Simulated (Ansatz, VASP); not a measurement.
## Two plane-wave programs on H4C2O

```
CELL_PARAMETERS angstrom
4.64500 0.00000 0.00000
0.00000 8.40700 0.00000
-3.48781 0.00000 6.56276
ATOMIC_POSITIONS crystal
H 0.83955 0.60986 0.56158
H 0.16045 0.10986 0.93842
H 0.16045 0.39014 0.43842
H 0.83955 0.89014 0.06158
H 0.92999 0.43760 0.73578
H 0.07001 0.93760 0.76422
H 0.07001 0.56240 0.26422
H 0.92999 0.06240 0.23578
H 0.57869 0.55718 0.87729
H 0.42131 0.05718 0.62271
H 0.42131 0.44282 0.12271
H 0.57869 0.94282 0.37729
H 0.48081 0.72811 0.70010
H 0.51919 0.22811 0.79990
H 0.51919 0.27189 0.29990
H 0.48081 0.77189 0.20010
C 0.85202 0.56145 0.70139
C 0.14798 0.06145 0.79861
C 0.14798 0.43855 0.29861
C 0.85202 0.93855 0.20139
C 0.64646 0.63071 0.78200
C 0.35354 0.13071 0.71800
C 0.35354 0.36929 0.21800
C 0.64646 0.86929 0.28200
O 0.98926 0.66890 0.87307
O 0.01074 0.16890 0.62693
O 0.01074 0.33110 0.12693
O 0.98926 0.83110 0.37307
```

Alike in both runs: functional PBE; dispersion D3(BJ); k mesh 6 × 4 × 4; occupations gaussian, width 0.02 eV; no spin polarisation.

Ansatz relaxed the structure, and its values are those at the end. VASP's run is a single point on that final structure, the one shown.

|  | VASP | Ansatz |
| --- | --- | --- |
| version | VASP 6.6.1 | Ansatz 0.2.0 |
| potentials or method | VASP PAW PBE potentials, release 64 (H, C, O), cutoff 520 eV | scalar-relativistic, plane waves, PAW |
| valence electrons in the cell | 72 | 72 |

|  | VASP | Ansatz | Ansatz less VASP |
| --- | --- | --- | --- |
| gap on the k mesh at the Fermi level (eV) | 5.45 | 5.46 | +0.013 |
| least direct gap on the mesh (eV) | 5.54 | 5.56 | +0.013 |
| pressure (GPa) | 0.3 | -0.1 | -0.37 |
| rms of the force components (eV/Å) | 0.104 | 0.003 | -0.1015 |

Ansatz's warnings: stress scf threshold loose.
